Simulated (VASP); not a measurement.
Here is a VASP 6.6.1 calculation.

INCAR

```
PREC = Accurate ; ENCUT = 520
EDIFF = 1E-6 ; ISMEAR = 0
SIGMA = 0.1 ; LREAL = F
LASPH = T ; NELM = 100
ALGO = Normal ; ISIF = 2
LWAVE = F ; LCHARG = T
GGA = PE ; LELF = T
LVHAR = T ; NBANDS = 56
```

The input KPOINTS:

```
Automatic mesh
0
Gamma
  4 4 4
```

POSCAR

```
AlIn2N3
1.0
    5.1481022800     -2.9628729800      0.0000000000
    5.1481022800      2.9628729800      0.0000000000
    0.0000000000      0.0000000000      5.5000381500
Al In N
2 4 6
Direct
    0.3412430100      0.6587569900      0.4892180000
    0.6587569900      0.3412430100      0.9892180000
    0.9882950300      0.3354130200      0.4871209900
    0.6645869800      0.0117049700      0.4871209900
    0.0117049700      0.6645869800      0.9871209900
    0.3354130200      0.9882950300      0.9871209900
    0.9688550400      0.3329590100      0.8856369900
    0.6670409900      0.0311449600      0.8856369900
    0.0311449600      0.6670409900      0.3856369900
    0.3329590100      0.9688550400      0.3856369900
    0.3686429900      0.6313570100      0.8372660000
    0.6313570100      0.3686429900      0.3372660000
```

Potentials or basis: VASP PAW PBE potentials, release 64 (Al, In_d, N).

Command:

```sh
$ cat potpaw_PBE.64/Al/POTCAR potpaw_PBE.64/In_d/POTCAR potpaw_PBE.64/N/POTCAR > POTCAR
$ mpirun -np 1 vasp_std > vasp.out
```

(1) Estimate the band gap on the k mesh.

(2) What does it give for the pressure?

Results:

(1) 0.88 eV.

(2) -0.1 GPa.

Caveat: spin-orbit coupling is left out, which moves the levels of the heavy elements.
